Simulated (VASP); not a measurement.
Here is a VASP 6.6.1 calculation.

File POSCAR:

```
Ti
1.0
    0.1156022783      2.0551516146      2.0551516146
    2.1707538929      0.0000000000      2.1707538929
    2.0551516146      2.0551516146      0.1156022783
Ti
1
Direct
    0.0000000000      0.0000000000      0.0000000000
```

File INCAR.step1:

```
ALGO     = Normal         # electronic algorithm
EDIFF    = 1E-4           # SCF threshold, eV
ENCUT    = 520            # plane-wave cutoff, eV
GGA      = PE             # functional
ISMEAR   = 0              # smearing method
LASPH    = True           # aspherical terms in the spheres
LCHARG   = False          # write CHGCAR
LREAL    = False          # projectors in reciprocal space
LWAVE    = True           # write WAVECAR
NBANDS   = 12             # bands
NELM     = 60             # most SCF steps
PREC     = Accurate       # precision mode
SIGMA    = 0.15           # smearing width, eV
```

Contents of INCAR.step2:

```
ALGO     = Normal         # electronic algorithm
EDIFF    = 1E-6           # SCF threshold, eV
ENCUT    = 520            # plane-wave cutoff, eV
ISIF     = 2              # what is computed and relaxed
ISMEAR   = 0              # smearing method
ISTART   = 1            
LASPH    = True           # aspherical terms in the spheres
LCHARG   = False          # write CHGCAR
LMIXTAU  = True         
LREAL    = False          # projectors in reciprocal space
LWAVE    = False          # write WAVECAR
METAGGA  = R2SCAN         # meta-GGA
NBANDS   = 12             # bands
NELM     = 60             # most SCF steps
PREC     = Accurate       # precision mode
SIGMA    = 0.15           # smearing width, eV
```

Contents of KPOINTS:

```
k-points
0
Gamma
  26 26 26
```

Potentials or basis: VASP PAW PBE potentials, release 64 (Ti_sv).

Command:

```sh
$ cat potpaw_PBE.64/Ti_sv/POTCAR > POTCAR
$ cp INCAR.step1 INCAR
$ mpirun -np 1 vasp_std > vasp.out
$ cp INCAR.step2 INCAR
$ mpirun -np 1 vasp_std > vasp.out
```

(1) Estimate the band gap on the k mesh.

(2) What does it give for the pressure?

## Answers

(1) zero (bands 6 and 7 overlap by 1.25 eV).

(2) 0.7 GPa.

Caveat: the cell differs from its parent crystal (strain +0.1125 x Voigt [0, 0, 0, 0, 1, 0]); the PAW data sets were made with another functional, which shifts forces and pressure a little.
